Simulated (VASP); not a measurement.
A run of VASP 6.6.1 is set up as follows.

The input INCAR:

```
PREC     = Accurate       # precision mode
ENCUT    = 600            # plane-wave cutoff, eV
EDIFF    = 1E-6           # SCF threshold, eV
ISMEAR   = 0              # smearing method
SIGMA    = 0.1            # smearing width, eV
LREAL    = False          # projectors in reciprocal space
LASPH    = True           # aspherical terms in the spheres
NELM     = 80             # most SCF steps
ALGO     = Normal         # electronic algorithm
ISIF     = 3              # what is computed and relaxed
LWAVE    = False          # write WAVECAR
LCHARG   = False          # write CHGCAR
GGA      = PS             # functional
IBRION   = 2              # ionic algorithm
NSW      = 80             # ionic steps
EDIFFG   = -0.05          # ionic threshold
```

The input KPOINTS:

```
regular mesh
0
Gamma
  12 12 6
```

Contents of POSCAR:

```
Mn
1.0
    2.6339095859      0.0000000000      0.0000000000
   -1.3169547929      2.2810326127      0.0000000000
    0.0000000000      0.0000000000      4.1691170161
Mn
2
Direct
    0.3333333333      0.6666666667      0.2500000000
    0.6666666667      0.3333333333      0.7500000000
```

Potentials or basis: VASP PAW PBE potentials, release 64 (Mn_pv).

Launch:

```bash
$ cat potpaw_PBE.64/Mn_pv/POTCAR > POTCAR
$ mpirun -np 1 vasp_std > vasp.out
```

**Question.** Estimate the relaxed cell.

**Answer.** a = 2.450 Å, b = 2.450 Å, c = 3.968 Å, α = 90.00°, β = 90.00°, γ = 120.00°.

**Question.** What does it give for the relaxed volume?

**Answer.** 10.31 Å³/atom.

**Question.** What does it give for the space group after relaxing (to 0.1 Å)?

**Answer.** P6_3/mmc (No. 194).

**Question.** What does it give for the band gap on the k mesh?

**Answer.** Zero (bands 13 and 14 overlap by 2.14 eV).

Final structure:
```
CELL_PARAMETERS angstrom
2.44972 0.00000 0.00000
-1.22486 2.12152 0.00000
0.00000 0.00000 3.96786
ATOMIC_POSITIONS crystal
Mn 0.33333 0.66667 0.25000
Mn 0.66667 0.33333 0.75000
```

Caveat: the volume moved by over 15 % at a fixed basis, so the end points are rough; the PAW data sets were made with another functional, which shifts forces and pressure a little; the run has no spin polarisation, though such a crystal can be magnetic. Spin polarisation is off, so any magnetic state and its effect on volume and gap are missing.
